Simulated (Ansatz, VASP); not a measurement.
BaS in VASP and in Ansatz

```
CELL_PARAMETERS angstrom
0.00000 3.21443 3.21443
3.21443 0.00000 3.21443
3.21443 3.21443 0.00000
ATOMIC_POSITIONS crystal
Ba 0.00000 0.00000 0.00000
S 0.50000 0.50000 0.50000
```

Alike in both runs: task single point; functional PBE; k mesh 6 × 6 × 6; no spin polarisation.

```csv
,VASP,Ansatz
version,VASP 6.6.1,Ansatz 0.2.0
potentials or method,"VASP PAW PBE potentials, release 64 (Ba_sv, S)","plane waves, PAW"
plane-wave cutoff (eV),520,420
occupations,"gaussian, width 0.01 eV",fixed
valence electrons in the cell,16,16
```

VASP gave:

* gap on the k mesh at the Fermi level (eV): 2.14
* pressure (GPa): 0.5

Problem. Estimate Ansatz's values.

Solution. gap on the k mesh at the Fermi level (eV): 2.23; pressure (GPa): 0.0.

Spin-orbit coupling is off throughout.
